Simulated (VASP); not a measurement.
# Pt (Fm-3m) in VASP: notebook

The runs below take Pt through single point, with PBE.

Program: VASP 6.6.1. These are calculated values, not measurements. Logs are shortened: lines on timing, memory, paths and dates and some standing lists are left out, and cuts for length are marked.

**1. The cell of the first run**

It takes space group Fm-3m (No. 225, cubic). Conventional cell: a = 4.028 Å, b = 4.028 Å, c = 4.028 Å, α = 90.00°, β = 90.00°, γ = 90.00°. Within 3.8 Å of Pt (site symmetry m-3m) lie 12 Pt at 2.85 Å.

**2. Single point, PBE**

Input file INCAR:

```
PREC = Accurate ; ENCUT = 520
EDIFF = 1E-7 ; ISMEAR = -1
SIGMA = 0.05 ; LREAL = F
LASPH = T ; NELM = 80
ALGO = Normal ; ISIF = 2
LWAVE = F ; LCHARG = F
GGA = PE ; NBANDS = 11
```

Input file KPOINTS:

```
regular mesh
0
Gamma
  12 12 12
```

Input file POSCAR:

```
Pt
1.0
    0.0000000000      2.0140000000      2.0140000000
    2.0140000000      0.0000000000      2.0140000000
    2.0140000000      2.0140000000      0.0000000000
Pt
1
Direct
    0.0000000000      0.0000000000      0.0000000000
```

Potentials or basis: VASP PAW PBE potentials, release 64 (Pt).

Started as:

```console
$ cat potpaw_PBE.64/Pt/POTCAR > POTCAR
$ mpirun -np 1 vasp_std > vasp.out
```

OUTCAR:

```text
PREC = Accurate
   ENCUT = 520
   EDIFF = 1E-7
   ISMEAR = -1
   LREAL = F
   LASPH = T
   NELM = 80
   ISIF = 2
   GGA = PE

 ion  position               nearest neighbor table
   1  0.000  0.000  0.000-

  LATTYP: Found a face centered cubic cell.
 ALAT       =     4.0280000000

  Lattice vectors:

 A1 = (   0.0000000000,   2.0140000000,   2.0140000000)
 A2 = (   2.0140000000,   0.0000000000,   2.0140000000)
 A3 = (   2.0140000000,   2.0140000000,   0.0000000000)

Analysis of symmetry for initial positions (statically):
=====================================================================
 Subroutine PRICEL returns:
 Original cell was already a primitive cell.

 Routine SETGRP: Setting up the symmetry group for a
 face centered cubic supercell.

 Subroutine GETGRP returns: Found 48 space group operations
 (whereof 48 operations were pure point group operations)
 out of a pool of 48 trial point group operations.

The static configuration has the point symmetry O_h .

Analysis of symmetry for dynamics (positions and initial velocities):
=====================================================================
 Subroutine PRICEL returns:
 Original cell was already a primitive cell.

 Routine SETGRP: Setting up the symmetry group for a
 face centered cubic supercell.

 Subroutine GETGRP returns: Found 48 space group operations
 (whereof 48 operations were pure point group operations)
 out of a pool of 48 trial point group operations.

The dynamic configuration has the point symmetry O_h .

 Subroutine INISYM returns: Found 48 space group operations
 (whereof 48 operations are pure point group operations),
 and found     1 'primitive' translations

----------------------------------------------------------------------------------------

                                     Primitive cell

  volume of cell :      16.3384

  direct lattice vectors                    reciprocal lattice vectors
     0.000000000  2.014000000  2.014000000    -0.248262165  0.248262165  0.248262165
     2.014000000  0.000000000  2.014000000     0.248262165 -0.248262165  0.248262165
     2.014000000  2.014000000  0.000000000     0.248262165  0.248262165 -0.248262165

  length of vectors
     2.848226115  2.848226115  2.848226115     0.430002683  0.430002683  0.430002683

  position of ions in fractional coordinates (direct lattice)
     0.000000000  0.000000000  0.000000000

  ion indices of the primitive-cell ions
   primitive index   ion index
                 1           1

----------------------------------------------------------------------------------------

 KPOINTS: regular mesh

Automatic generation of k-mesh.
 Grid dimensions read from file:
 generate k-points for:   12   12   12

 Generating k-lattice:

  Cartesian coordinates                     Fractional coordinates (reciprocal lattice)
    -0.020688514  0.020688514  0.020688514     0.083333333  0.000000000  0.000000000
     0.020688514 -0.020688514  0.020688514     0.000000000  0.083333333  0.000000000
     0.020688514  0.020688514 -0.020688514     0.000000000  0.000000000  0.083333333

  Length of vectors
     0.035833557  0.035833557  0.035833557

  Shift w.r.t. Gamma in fractional coordinates (k-lattice)
     0.000000000  0.000000000  0.000000000

 Subroutine IBZKPT returns following result:
 ===========================================

 Found     72 irreducible k-points:

 Following reciprocal coordinates:
            Coordinates               Weight
  0.000000  0.000000  0.000000      1.000000
  0.083333  0.000000  0.000000      8.000000
  0.166667  0.000000  0.000000      8.000000
  0.250000  0.000000  0.000000      8.000000
  0.333333  0.000000  0.000000      8.000000
  0.416667  0.000000  0.000000      8.000000
[... 16 lines left out ...]
  0.500000  0.166667  0.000000     24.000000
 -0.416667  0.166667  0.000000     24.000000
 [... further k-points ...]
   k-points           NKPTS =     72   k-points in BZ     NKDIM =     72   number of bands    NBANDS=     11
   number of dos      NEDOS =    301   number of ions     NIONS =      1
   total plane-waves  NPLWV =  13824
   dimension x,y,z NGX =    24 NGY =   24 NGZ =   24
   dimension x,y,z NGXF=    48 NGYF=   48 NGZF=   48
   ions per type =               1
   NGX,Y,Z   is equivalent  to a cutoff of  14.01, 14.01, 14.01 a.u.
   NGXF,Y,Z  is equivalent  to a cutoff of  28.02, 28.02, 28.02 a.u.
 SYSTEM =  unknown system
   PREC   = accura    normal or accurate (medium, high low for compatibility)
   ISTART =      0    job   : 0-new  1-cont  2-samecut
   ICHARG =      2    charge: 1-file 2-atom 10-const
   ISPIN  =      1    spin polarized calculation?
   LNONCOLLINEAR =      F non collinear calculations
   LSORBIT =      F    spin-orbit coupling
   LASPH  =      T    aspherical Exc in radial PAW
   ENCUT  =  520.0 eV  38.22 Ry    6.18 a.u.   5.30  5.30  5.30*2*pi/ulx,y,z
   NELM   =     80;   NELMIN=  2; NELMDL= -5     # of ELM steps
   EDIFF  = 0.1E-06   stopping-criterion for ELM
   LREAL  =      F    real-space projection
   EDIFFG = 0.1E-05   stopping-criterion for IOM
   NSW    =      0    number of steps for IOM
   IBRION =     -1    ionic relax: 0-MD 1-quasi-New 2-CG
   NFREE  =      0    steps in history (QN), initial steepest desc. (CG)
   ISIF   =      2    stress and relaxation
   ISYM   =      2    0-nonsym 1-usesym 2-fastsym
   POTIM  = 0.5000    time-step for ionic-motion
   TEBEG  =    0.0;   TEEND  =   0.0 temperature during run
   PSTRESS=    0.0 pullay stress
   NELECT =      10.0000    total number of electrons
   NUPDOWN=      -1.0000    fix difference up-down
   EMIN   =  10.00;   EMAX   =-10.00  energy-range for DOS
   EFERMI =   0.00;   METHOD = LEGACY
   ISMEAR =    -1;   SIGMA  =   0.05  broadening in eV -4-tet -1-fermi 0-gaus
   EFERMI_NEDOS =   21; number of points for ismear=-14 and -15
   IALGO  =     38    algorithm
   IMIX   =      4    mixing-type and parameters
     AMIX     =   0.40;   BMIX     =  1.00
     AMIX_MAG =   1.60;   BMIX_MAG =  1.00
  volume/ion in A,a.u.               =      16.34       110.26
  Fermi-wavevector in a.u.,A,eV,Ry     =   1.389970  2.626662 26.286674  1.932016
  Thomas-Fermi vector in A             =   2.513950
   LORBIT       =      0    0 simple, 1 ext, 2 COOP (PROOUT), +10 PAW based schemes
   GGA     = PE    functional components
   LHFCALC =     F    Hartree Fock is set to
   AEXX    =    0.0000 exact exchange contribution
   IVDW    =     0    specifies the selected vdW correction
   LEPSILON=     F    determine dielectric tensor
   LRPA    =     F    only Hartree local field effects (RPA)
 non-spin polarized calculation
  energy-cutoff  :      520.00
  volume of cell :       16.34
 maximum number of plane-waves:       459
 NGX is ok and might be reduce to    24
   NGX = 11   NGY = 11   NGZ = 11

 number of electron      10.0000000 magnetization

 number of electron       9.9999999 magnetization

 Free energy of the ion-electron system (eV)
  ---------------------------------------------------
  ext. energy  EPLUGINS =         0.00000000
  ---------------------------------------------------
  free energy    TOTEN  =        -6.08674561 eV

  energy without entropy =       -6.07001953  energy(sigma->0) =       -6.07838257

 E-fermi :   9.8039     XC(G=0): -13.0118

 val. band max:        9.8026582944   @ k =  -0.4167   0.4167   0.1667
 cond. band min:       9.8045886218   @ k =   0.4167   0.3333   0.0000
 fundamental gap:      0.0019303274
 Fermi energy:         9.8039079209

 k-point     1 :       0.0000    0.0000    0.0000
  band No.  band energies     occupation
      1       0.4447      2.00000
      2       6.4721      2.00000
      3       6.4721      2.00000
      4       6.4721      2.00000
      5       8.3600      2.00000
      6       8.3600      2.00000
      7      24.6163      0.00000
      8      29.1342      0.00000
      9      29.1342      0.00000
     10      29.1342      0.00000
     11      34.1917      0.00000

 k-point     2 :       0.0833    0.0000    0.0000
  band No.  band energies     occupation
      1       0.7017      2.00000
      2       6.3687      2.00000
      3       6.5680      2.00000
      4       6.5680      2.00000
      5       8.3118      2.00000
      6       8.3118      2.00000
      7      24.9822      0.00000
      8      27.8137      0.00000
      9      29.5033      0.00000
     10      29.5033      0.00000
     11      35.3747      0.00000

 k-point     3 :       0.1667    0.0000    0.0000
  band No.  band energies     occupation
      1       1.4193      2.00000
      2       6.1609      2.00000
      3       6.7630      2.00000
      4       6.7630      2.00000
      5       8.2762      2.00000
      6       8.2762      2.00000
      7      25.3136      0.00000
      8      25.9004      0.00000
      9      30.5090      0.00000
     10      30.5090      0.00000
     11      33.6995      0.00000

 k-point     4 :       0.2500    0.0000    0.0000
  band No.  band energies     occupation
      1       2.3713      2.00000
      2       6.1702      2.00000
      3       6.8057      2.00000
      4       6.8057      2.00000
      5       8.5266      2.00000
      6       8.5266      2.00000
      7      22.6097      0.00000
      8      26.0378      0.00000
      9      31.5147      0.00000
     10      31.5147      0.00000
     11      32.6417      0.00000
[... 239 lines left out ...]
 k-point    22 :       0.4167    0.1667    0.0000
  band No.  band energies     occupation
      1       3.8621      2.00000
      2       5.9021      2.00000
      3       6.3591      2.00000
      4       7.2733      2.00000
      5       9.7625      1.39187
      6      10.3261      0.00006
      7      18.6953      0.00000
      8      25.5089      0.00000
      9      26.4357      0.00000
     10      28.1420      0.00000
     11      35.6194      0.00000

 k-point    23 :       0.5000    0.1667    0.0000
  band No.  band energies     occupation
      1       3.9616      2.00000
      2       5.9188      2.00000
      3       7.0190      2.00000
      4       7.1071      2.00000
      5       9.8730      0.40122
      6      12.1421      0.00000
      7      15.7813      0.00000
      8      24.6878      0.00000
      9      26.5571      0.00000
     10      26.9961      0.00000
     11      36.2537      0.00000

 k-point    24 :      -0.4167    0.1667    0.0000
  band No.  band energies     occupation
      1       4.0136      2.00000
      2       5.9292      2.00000
      3       7.0294      2.00000
      4       7.3096      2.00000
      5       9.5333      1.99112
      6      12.6752      0.00000
      7      15.3160      0.00000
      8      24.1543      0.00000
      9      26.3471      0.00000
     10      27.6094      0.00000
     11      35.8020      0.00000

 [... further k-points ...]
[... 5 lines left out ...]
  --------------------------------------------------------------------------------------
  -------------------------------------------------------------------------------------
  Total       -1.0050747     -1.0050747     -1.0050747      0.0000000     -0.0000000      0.0000000
  in kB      -98.5599666    -98.5599666    -98.5599666      0.0000000     -0.0000000      0.0000000
  external PRESSURE =     -98.5599666 kB  Pullay stress =       0.0000000 kB

 VOLUME and BASIS-vectors are now :
 -----------------------------------------------------------------------------
  energy-cutoff  :      520.00
  volume of cell :       16.34
      direct lattice vectors                 reciprocal lattice vectors
     0.000000000  2.014000000  2.014000000    -0.248262165  0.248262165  0.248262165
     2.014000000  0.000000000  2.014000000     0.248262165 -0.248262165  0.248262165
     2.014000000  2.014000000  0.000000000     0.248262165  0.248262165 -0.248262165

 POSITION                                       TOTAL-FORCE (eV/Angst)
 -----------------------------------------------------------------------------------
      0.00000      0.00000      0.00000        -0.000000      0.000000      0.000000
 -----------------------------------------------------------------------------------
    total drift:                               -0.000000      0.000000     -0.000000

  FREE ENERGIE OF THE ION-ELECTRON SYSTEM (eV)
  ---------------------------------------------------
  free  energy   TOTEN  =        -6.0867456080 eV

  energy  without entropy=       -6.0700195339  energy(sigma->0) =       -6.07838257
```

Wall time 8.6 s (1 thread of Intel Xeon Platinum 8375C at 2.90GHz (Ice Lake), shared host); peak memory 0.15 GiB.

Results:

```yaml
Free_energy: -6.0867 eV
Pressure: -9.9 GPa
Band_gap_on_the_k_mesh: zero (band 5 reaches 10.21 eV, above the bottom of band 6 at 8.28 eV)
```

Levels at points of the mesh, in eV from the Fermi level:
```csv
k point,band 3,band 4,band 5,band 6,band 7,band 8
"(0.00, 0.00, 0.00)",-3.33,-3.33,-1.44,-1.44,14.81,19.33
"(0.50, 0.00, 0.00)",-3.38,-0.16,0.02,0.02,5.24,14.35
"(0.50, 0.50, 0.00)",-0.02,0.41,0.41,1.92,8.04,11.12
```

Caveat: spin-orbit coupling is left out, which moves the levels of the heavy elements.

**3. Single point, PBE**

Input file INCAR:

```
  PREC = Accurate
  ENCUT = 500
  EDIFF = 1E-6
  ISMEAR = -1
  SIGMA = 0.05
  LREAL = False
  LASPH = True
  NELM = 120
  ALGO = Normal
  ISIF = 2
  LWAVE = False
  LCHARG = True
  GGA = PE
  LELF = True
  LVHAR = True
  NBANDS = 11
  GGA_COMPAT = False
```

Input file KPOINTS:

```
regular mesh
0
Gamma
  6 6 6
```

POSCAR is that of step 2.

Potentials or basis: VASP PAW PBE potentials, release 64 (Pt).

Started as:

```console
$ cat potpaw_PBE.64/Pt/POTCAR > POTCAR
$ mpirun -np 1 vasp_std > vasp.out
```

OUTCAR:

```text
PREC = Accurate
   ENCUT = 500
   EDIFF = 1E-6
   ISMEAR = -1
   LREAL = False
   LASPH = True
   NELM = 120
   ISIF = 2
   GGA = PE

 ion  position               nearest neighbor table
   1  0.000  0.000  0.000-

  LATTYP: Found a face centered cubic cell.
 ALAT       =     4.0280000000

  Lattice vectors:

 A1 = (   0.0000000000,   2.0140000000,   2.0140000000)
 A2 = (   2.0140000000,   0.0000000000,   2.0140000000)
[... 394 lines left out ...]
      9      21.1512      0.00000
     10      32.3975      0.00000
     11      33.1536      0.00000

------------------------ aborting loop because EDIFF is reached ----------------------------------------

  FORCE on cell =-STRESS in cart. coord.  units (eV):
  Direction    XX          YY          ZZ          XY          YZ          ZX
  --------------------------------------------------------------------------------------
  -------------------------------------------------------------------------------------
  Total       -1.2445689     -1.2445689     -1.2445689     -0.0000000      0.0000000      0.0000000
  in kB     -122.0453253   -122.0453253   -122.0453253     -0.0000000      0.0000000      0.0000000
  external PRESSURE =    -122.0453253 kB  Pullay stress =       0.0000000 kB

 VOLUME and BASIS-vectors are now :
 -----------------------------------------------------------------------------
  energy-cutoff  :      500.00
  volume of cell :       16.34
      direct lattice vectors                 reciprocal lattice vectors
     0.000000000  2.014000000  2.014000000    -0.248262165  0.248262165  0.248262165
     2.014000000  0.000000000  2.014000000     0.248262165 -0.248262165  0.248262165
     2.014000000  2.014000000  0.000000000     0.248262165  0.248262165 -0.248262165

 POSITION                                       TOTAL-FORCE (eV/Angst)
 -----------------------------------------------------------------------------------
      0.00000      0.00000      0.00000         0.000000      0.000000     -0.000000
 -----------------------------------------------------------------------------------
    total drift:                               -0.000000      0.000000     -0.000000

  FREE ENERGIE OF THE ION-ELECTRON SYSTEM (eV)
  ---------------------------------------------------
  free  energy   TOTEN  =        -6.1705733461 eV

  energy  without entropy=       -6.1569685335  energy(sigma->0) =       -6.16377094
```

stdout:

```text
POSCAR found type information on POSCAR Pt
 POSCAR found :  1 types and       1 ions
 scaLAPACK will be used
 LDA part: xc-table for (Slater+PW92), standard interpolation
 POSCAR, INCAR and KPOINTS ok, starting setup
 FFT: planning ... GRIDC
 FFT: planning ... GRID_SOFT
 FFT: planning ... GRID
 WAVECAR not read
 entering main loop
```

Wall time 4 s (1 thread of Intel Xeon Platinum 8488C (Sapphire Rapids), shared host); peak memory 0.14 GiB.

Results:

```
Free energy            : -6.1706 eV
Pressure               : -12.2 GPa
Band gap on the k mesh : zero (band 5 reaches 10.16 eV, above the bottom of band 6 at 8.23 eV)
```

Levels at points of the mesh, in eV from the Fermi level:
```csv
k point,band 3,band 4,band 5,band 6,band 7,band 8
"(0.00, 0.00, 0.00)",-3.32,-3.32,-1.44,-1.44,14.87,19.38
"(0.50, 0.00, 0.00)",-3.37,-0.11,0.02,0.02,5.26,14.41
"(0.50, 0.50, 0.00)",-0.02,0.41,0.41,1.97,8.06,11.17
```

Caveat: the k points lie up to 0.45 Å⁻¹ apart; spin-orbit coupling is left out, which moves the levels of the heavy elements.

**4. Single point, PBE**

Input file INCAR:

```
SYSTEM = Pt
PREC = Accurate ; ENCUT = 500
EDIFF = 1E-6 ; ISMEAR = -1
SIGMA = 0.05 ; LREAL = .FALSE.
LASPH = .TRUE. ; NELM = 120
ALGO = Normal ; ISIF = 2
LWAVE = .FALSE. ; LCHARG = .FALSE.
GGA = PE ; NBANDS = 11
GGA_COMPAT = .FALSE.
```

Input file KPOINTS:

```
Automatic mesh
0
G
  12 12 12
  0 0 0
```

POSCAR is that of step 3.

Started as:

```console
$ cat potpaw_PBE.64/Pt/POTCAR > POTCAR
$ mpirun -np 1 vasp_std > vasp.out
```

Wall time 8.2 s (1 thread of Intel Xeon Platinum 8488C (Sapphire Rapids), shared host); peak memory 0.14 GiB.

It converged, with:

| Quantity | Value |
| --- | --- |
| Free energy | -6.0867 eV |
| Pressure | -9.8 GPa |
| Band gap on the k mesh | zero (band 5 reaches 10.21 eV, above the bottom of band 6 at 8.28 eV) |

Levels at points of the mesh, in eV from the Fermi level:
```
           k point  band 1  band 2  band 3  band 4  band 5  band 6  band 7  band 8  band 9  band 10
(0.00, 0.00, 0.00)   -9.36   -3.33   -3.33   -3.33   -1.44   -1.44   14.81   19.33   19.33    19.33
(0.50, 0.00, 0.00)   -6.54   -3.38   -3.38   -0.16    0.02    0.02    5.24   14.35   18.40    18.40
(0.50, 0.50, 0.00)   -6.25   -5.83   -0.02    0.41    0.41    1.92    8.04   11.12   11.12    19.17
```

Caveat: spin-orbit coupling is left out, which moves the levels of the heavy elements.

**5. The runs side by side**

| k mesh | cutoff (eV) | gap on the mesh (eV) | pressure (GPa) |
| --- | --- | --- | --- |
| 12 × 12 × 12 | 520 | none | -9.9 |
| 6 × 6 × 6 | 500 | none | -12.2 |
| 12 × 12 × 12 | 500 | none | -9.8 |

Alike in all rows: task single point; level PBE; potentials or basis VASP PAW PBE potentials, release 64 (Pt); no spin polarisation; cell as given; smearing fermi-dirac 0.05 eV.

Caveats: some runs use coarse meshes; spin-orbit coupling is left out, which moves the levels of the heavy elements.

Absolute energies hang on the potentials; compare differences alone.
